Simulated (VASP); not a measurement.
# ZnS (F-43m) in VASP: single point with HSE06

Aim: the single point of ZnS with HSE06.

Program: VASP 6.6.1. These are calculated values, not measurements. Logs are shortened: lines on timing, memory, paths and dates and some standing lists are left out, and cuts for length are marked.

**What was measured.**

“Electronic, vibrational, and thermodynamic properties of ZnS (zincblende and rocksalt structure)”, 2009, arxiv:0911.5022 quotes, for a bulk crystal of ZnS at 19 K: band gap 3.85 eV (direct).

The runs below are set against these values where they give the same quantity.

### 1 The cell of the first run

It takes space group F-43m (No. 216, cubic). The conventional cell has a = 5.443 Å, b = 5.443 Å, c = 5.443 Å, α = 90.00°, β = 90.00°, γ = 90.00°. Zn (site symmetry -43m) has 4 S at 2.36 Å within 3.1 Å. S (site symmetry -43m) has 4 Zn at 2.36 Å within 3.1 Å.

### 2 Single point, HSE06

The input, POSCAR:

```
ZnS
1.0
    0.0000000000      2.7214810264      2.7214810264
    2.7214810264      0.0000000000      2.7214810264
    2.7214810264      2.7214810264      0.0000000000
Zn S
1 1
Direct
    0.2500000000      0.2500000000      0.2500000000
    0.0000000000      0.0000000000      0.0000000000
```

The input, INCAR.step1:

```
  PREC = Accurate
  ENCUT = 520
  EDIFF = 1E-5
  ISMEAR = 0
  SIGMA = 0.02
  LREAL = F
  LASPH = T
  NELM = 80
  ALGO = Normal
  ISIF = 2
  LWAVE = T
  NBANDS = 16
  GGA = PE
```

The input, INCAR.step2:

```
  PREC = Accurate
  ENCUT = 520
  EDIFF = 1E-6
  ISMEAR = 0
  SIGMA = 0.02
  LREAL = F
  LASPH = T
  NELM = 80
  ALGO = Normal
  ISIF = 2
  LWAVE = F
  LCHARG = T
  GGA = PE
  LHFCALC = T
  HFSCREEN = 0.2079
  PRECFOCK = Normal
  LELF = T
  LVHAR = T
  NBANDS = 16
  ISTART = 1
```

The input, KPOINTS:

```
regular mesh
0
Gamma
  6 6 6
```

Potentials or basis: VASP PAW PBE potentials, release 64 (Zn, S).

The run is started by

```bash
$ cat potpaw_PBE.64/Zn/POTCAR potpaw_PBE.64/S/POTCAR > POTCAR
$ cp INCAR.step1 INCAR
$ mpirun -np 1 vasp_std > vasp.out
$ cp INCAR.step2 INCAR
$ mpirun -np 1 vasp_std > vasp.out
```

OUTCAR:

```text
PREC = Accurate
   ENCUT = 520
   EDIFF = 1E-6
   ISMEAR = 0
   LREAL = F
   LASPH = T
   NELM = 80
   ISIF = 2
   GGA = PE
   LHFCALC = T
   HFSCREEN = 0.2079
   PRECFOCK = Normal
   ISTART = 1

 ion  position               nearest neighbor table
   1  0.250  0.250  0.250-   2 2.36   2 2.36   2 2.36   2 2.36
   2  0.000  0.000  0.000-   1 2.36   1 2.36   1 2.36   1 2.36

  LATTYP: Found a face centered cubic cell.
 ALAT       =     5.4429620528

  Lattice vectors:

 A1 = (   0.0000000000,   2.7214810264,   2.7214810264)
 A2 = (   2.7214810264,   0.0000000000,   2.7214810264)
 A3 = (   2.7214810264,   2.7214810264,   0.0000000000)

Analysis of symmetry for initial positions (statically):
=====================================================================
 Subroutine PRICEL returns:
 Original cell was already a primitive cell.

 Routine SETGRP: Setting up the symmetry group for a
 face centered cubic supercell.

 Subroutine GETGRP returns: Found 24 space group operations
 (whereof 24 operations were pure point group operations)
 out of a pool of 48 trial point group operations.

The static configuration has the point symmetry T_d .

Analysis of symmetry for dynamics (positions and initial velocities):
=====================================================================
 Subroutine PRICEL returns:
 Original cell was already a primitive cell.

 Routine SETGRP: Setting up the symmetry group for a
 face centered cubic supercell.

 Subroutine GETGRP returns: Found 24 space group operations
 (whereof 24 operations were pure point group operations)
 out of a pool of 48 trial point group operations.

The dynamic configuration has the point symmetry T_d .

 Subroutine INISYM returns: Found 24 space group operations
 (whereof 24 operations are pure point group operations),
 and found     1 'primitive' translations

----------------------------------------------------------------------------------------

                                     Primitive cell

  volume of cell :      40.3131

  direct lattice vectors                    reciprocal lattice vectors
     0.000000000  2.721481026  2.721481026    -0.183723493  0.183723493  0.183723493
     2.721481026  0.000000000  2.721481026     0.183723493 -0.183723493  0.183723493
     2.721481026  2.721481026  0.000000000     0.183723493  0.183723493 -0.183723493

  length of vectors
     3.848755377  3.848755377  3.848755377     0.318218424  0.318218424  0.318218424

  position of ions in fractional coordinates (direct lattice)
     0.250000000  0.250000000  0.250000000
     0.000000000  0.000000000  0.000000000

  ion indices of the primitive-cell ions
   primitive index   ion index
                 1           1
                 2           2

----------------------------------------------------------------------------------------

 KPOINTS: regular mesh

Automatic generation of k-mesh.
 Grid dimensions read from file:
 generate k-points for:    6    6    6

 Generating k-lattice:

  Cartesian coordinates                     Fractional coordinates (reciprocal lattice)
    -0.030620582  0.030620582  0.030620582     0.166666667  0.000000000  0.000000000
     0.030620582 -0.030620582  0.030620582     0.000000000  0.166666667  0.000000000
     0.030620582  0.030620582 -0.030620582     0.000000000  0.000000000  0.166666667

  Length of vectors
     0.053036404  0.053036404  0.053036404

  Shift w.r.t. Gamma in fractional coordinates (k-lattice)
     0.000000000  0.000000000  0.000000000

 Subroutine IBZKPT returns following result:
 ===========================================

 Found     16 irreducible k-points:

 Following reciprocal coordinates:
            Coordinates               Weight
  0.000000  0.000000  0.000000      1.000000
  0.166667  0.000000  0.000000      8.000000
  0.333333  0.000000  0.000000      8.000000
  0.500000  0.000000  0.000000      4.000000
  0.166667  0.166667  0.000000      6.000000
  0.333333  0.166667  0.000000     24.000000
[... 8 lines left out ...]
 -0.333333  0.333333  0.166667     24.000000
 -0.333333  0.500000  0.166667     12.000000
   k-points           NKPTS =     16   k-points in BZ     NKDIM =    216   number of bands    NBANDS=     16
   number of dos      NEDOS =    301   number of ions     NIONS =      2
   total plane-waves  NPLWV =  27000
   dimension x,y,z NGX =    30 NGY =   30 NGZ =   30
   dimension x,y,z NGXF=    60 NGYF=   60 NGZF=   60
   ions per type =               1   1
   NGX,Y,Z   is equivalent  to a cutoff of  12.96, 12.96, 12.96 a.u.
   NGXF,Y,Z  is equivalent  to a cutoff of  25.92, 25.92, 25.92 a.u.
 SYSTEM =  unknown system
   PREC   = accura    normal or accurate (medium, high low for compatibility)
   ISTART =      1    job   : 0-new  1-cont  2-samecut
   ICHARG =      0    charge: 1-file 2-atom 10-const
   ISPIN  =      1    spin polarized calculation?
   LNONCOLLINEAR =      F non collinear calculations
   LSORBIT =      F    spin-orbit coupling
   LASPH  =      T    aspherical Exc in radial PAW
   ENCUT  =  520.0 eV  38.22 Ry    6.18 a.u.   7.16  7.16  7.16*2*pi/ulx,y,z
   NELM   =     80;   NELMIN=  2; NELMDL=  0     # of ELM steps
   EDIFF  = 0.1E-05   stopping-criterion for ELM
   LREAL  =      F    real-space projection
   EDIFFG = 0.1E-04   stopping-criterion for IOM
   NSW    =      0    number of steps for IOM
   IBRION =     -1    ionic relax: 0-MD 1-quasi-New 2-CG
   NFREE  =      0    steps in history (QN), initial steepest desc. (CG)
   ISIF   =      2    stress and relaxation
   ISYM   =      3    0-nonsym 1-usesym 2-fastsym
   POTIM  = 0.5000    time-step for ionic-motion
   TEBEG  =    0.0;   TEEND  =   0.0 temperature during run
   PSTRESS=    0.0 pullay stress
   NELECT =      18.0000    total number of electrons
   NUPDOWN=      -1.0000    fix difference up-down
   EMIN   =  10.00;   EMAX   =-10.00  energy-range for DOS
   EFERMI =   0.00;   METHOD = LEGACY
   ISMEAR =     0;   SIGMA  =   0.02  broadening in eV -4-tet -1-fermi 0-gaus
   EFERMI_NEDOS =   21; number of points for ismear=-14 and -15
   IALGO  =     38    algorithm
   IMIX   =      1    mixing-type and parameters
     AMIX     =   0.40;   BMIX     =  1.00
     AMIX_MAG =   1.60;   BMIX_MAG =  1.00
  volume/ion in A,a.u.               =      20.16       136.02
  Fermi-wavevector in a.u.,A,eV,Ry     =   1.251268  2.364554 21.302257  1.565672
  Thomas-Fermi vector in A             =   2.385223
   LORBIT       =      0    0 simple, 1 ext, 2 COOP (PROOUT), +10 PAW based schemes
   GGA     = PE    functional components
   LHFCALC =     T    Hartree Fock is set to
   PRECFOCK=normal    Normal, Fast or Accurate (Low or Medium for compatibility)
   ENCUT4O =  -1.0   cutoff for four orbital integrals eV
   NKREDX  =     1    reduce k-point grid by
   NKREDY  =     1    reduce k-point grid by
   NKREDZ  =     1    reduce k-point grid by
   AEXX    =    0.2500 exact exchange contribution
   HFSCREEN=    0.2079 screening length (either q_TF or 0.3 A-1)
   HFSCREENC=   0.2079 screening length for correlation (either q_TF or 0.3 A-1)
   ENCUTFOCK=  -1.0 apply spherical cutoff to Coloumb kernel
   IVDW    =     0    specifies the selected vdW correction
   LEPSILON=     F    determine dielectric tensor
   LRPA    =     F    only Hartree local field effects (RPA)
 non-spin polarized calculation
 Gauss-broadening in eV      SIGMA  =   0.02
  energy-cutoff  :      520.00
  volume of cell :       40.31
 maximum number of plane-waves:      1106
 NGX is ok and might be reduce to    30
  NGX = 24; NGY = 24; NGZ = 24

 number of electron      18.0000008 magnetization

 Free energy of the ion-electron system (eV)
  ---------------------------------------------------
  ext. energy  EPLUGINS =         0.00000000
  ---------------------------------------------------
  free energy    TOTEN  =        -8.37303837 eV

  energy without entropy =       -8.37303837  energy(sigma->0) =       -8.37303837

 E-fermi :   1.3383     XC(G=0):  -7.8929

 val. band max:        1.1898187528   @ k =   0.0000   0.0000   0.0000
 cond. band min:       4.4120392185   @ k =   0.0000   0.0000   0.0000
 fundamental gap:      3.2222204657
 Fermi energy:         1.3383328882

 k-point     1 :       0.0000    0.0000    0.0000
  band No.  band energies     occupation
      1     -12.9782      2.00000
      2      -6.5881      2.00000
      3      -6.5881      2.00000
      4      -6.5881      2.00000
      5      -6.1672      2.00000
      6      -6.1672      2.00000
[... 8 lines left out ...]
     15      14.3451      0.00000
     16      14.4384      0.00000

 k-point     2 :       0.1667    0.0000    0.0000
  band No.  band energies     occupation
      1     -12.7684      2.00000
      2      -6.5568      2.00000
      3      -6.5568      2.00000
      4      -6.5478      2.00000
      5      -6.1689      2.00000
      6      -6.1689      2.00000
[... 8 lines left out ...]
     15      13.4862      0.00000
     16      15.1848      0.00000

 k-point     3 :       0.3333    0.0000    0.0000
  band No.  band energies     occupation
      1     -12.2987      2.00000
      2      -6.5046      2.00000
      3      -6.5046      2.00000
      4      -6.3163      2.00000
      5      -6.1583      2.00000
      6      -6.1583      2.00000
[... 8 lines left out ...]
     15      14.1548      0.00000
     16      14.3064      0.00000

 k-point     4 :       0.5000    0.0000    0.0000
  band No.  band energies     occupation
      1     -12.0320      2.00000
      2      -6.4858      2.00000
      3      -6.4858      2.00000
      4      -6.1438      2.00000
      5      -6.1438      2.00000
      6      -5.9418      2.00000
[... 8 lines left out ...]
     15      16.1244      0.00000
     16      16.1244      0.00000

 k-point     5 :       0.1667    0.1667    0.0000
  band No.  band energies     occupation
      1     -12.6985      2.00000
      2      -6.5744      2.00000
      3      -6.5265      2.00000
      4      -6.5265      2.00000
      5      -6.1888      2.00000
      6      -6.1515      2.00000
[... 8 lines left out ...]
     15      14.7250      0.00000
     16      16.6257      0.00000

 k-point     6 :       0.3333    0.1667    0.0000
  band No.  band energies     occupation
      1     -12.3118      2.00000
      2      -6.5131      2.00000
      3      -6.4649      2.00000
      4      -6.4090      2.00000
      5      -6.1752      2.00000
      6      -6.1383      2.00000
[... 8 lines left out ...]
     15      15.1904      0.00000
     16      16.5080      0.00000
[... 115 lines left out ...]
 k-point    13 :       0.5000    0.5000    0.0000
  band No.  band energies     occupation
      1     -11.7189      2.00000
      2      -6.4717      2.00000
      3      -6.2973      2.00000
      4      -6.2973      2.00000
      5      -6.1041      2.00000
      6      -5.9030      2.00000
[... 8 lines left out ...]
     15      16.4579      0.00000
     16      17.2263      0.00000

 k-point    14 :       0.5000    0.3333    0.1667
  band No.  band energies     occupation
      1     -11.9771      2.00000
      2      -6.4499      2.00000
      3      -6.4264      2.00000
      4      -6.2874      2.00000
      5      -6.1435      2.00000
      6      -6.0400      2.00000
[... 8 lines left out ...]
     15      16.6445      0.00000
     16      17.3249      0.00000

 k-point    15 :      -0.3333    0.3333    0.1667
  band No.  band energies     occupation
      1     -11.7978      2.00000
      2      -6.4397      2.00000
      3      -6.3931      2.00000
      4      -6.2118      2.00000
      5      -6.1641      2.00000
      6      -5.8133      2.00000
[... 8 lines left out ...]
     15      16.3671      0.00000
     16      17.1762      0.00000

 k-point    16 :      -0.3333    0.5000    0.1667
  band No.  band energies     occupation
      1     -11.7153      2.00000
      2      -6.4342      2.00000
      3      -6.3489      2.00000
      4      -6.2507      2.00000
      5      -6.1435      2.00000
      6      -5.7846      2.00000
[... 8 lines left out ...]
     15      16.6991      0.00000
     16      17.4592      0.00000

------------------------ aborting loop because EDIFF is reached ----------------------------------------

  FORCE on cell =-STRESS in cart. coord.  units (eV):
  Direction    XX          YY          ZZ          XY          YZ          ZX
  --------------------------------------------------------------------------------------
  -------------------------------------------------------------------------------------
  Total       -0.1827694     -0.1827694     -0.1827694      0.0000000      0.0000000      0.0000000
  in kB       -7.2638712     -7.2638712     -7.2638712      0.0000000      0.0000000      0.0000000
  external PRESSURE =      -7.2638712 kB  Pullay stress =       0.0000000 kB

 VOLUME and BASIS-vectors are now :
 -----------------------------------------------------------------------------
  energy-cutoff  :      520.00
  volume of cell :       40.31
      direct lattice vectors                 reciprocal lattice vectors
     0.000000000  2.721481026  2.721481026    -0.183723493  0.183723493  0.183723493
     2.721481026  0.000000000  2.721481026     0.183723493 -0.183723493  0.183723493
     2.721481026  2.721481026  0.000000000     0.183723493  0.183723493 -0.183723493

 POSITION                                       TOTAL-FORCE (eV/Angst)
 -----------------------------------------------------------------------------------
      1.36074      1.36074      1.36074         0.000000      0.000000      0.000000
      0.00000      0.00000      0.00000        -0.000000     -0.000000     -0.000000
 -----------------------------------------------------------------------------------
    total drift:                               -0.000138     -0.000100     -0.000069

  FREE ENERGIE OF THE ION-ELECTRON SYSTEM (eV)
  ---------------------------------------------------
  free  energy   TOTEN  =        -8.3730383678 eV

  energy  without entropy=       -8.3730383678  energy(sigma->0) =       -8.37303837
```

Run time: 29 min. Hardware: 1 thread of Intel Xeon Platinum 8488C (Sapphire Rapids), shared host; peak memory 0.29 GiB.

What came out:

| Item | Value |
| --- | --- |
| Free energy | -8.3730 eV |
| Pressure | -0.7 GPa |
| Band gap on the k mesh | 3.22 eV |

Caveat: the PAW data sets were made with another functional, which shifts forces and pressure a little.

### 3 Against experiment

Step 2. Against the measured gap of ZnS, 3.85 eV (direct; 19 K; quoted in “Electronic, vibrational, and thermodynamic properties of ZnS (zincblende and rocksalt structure)”, 2009, arxiv:0911.5022), the calculated 3.22 eV is off by -0.63 eV. The value is that of HSE06, without temperature or zero-point motion.
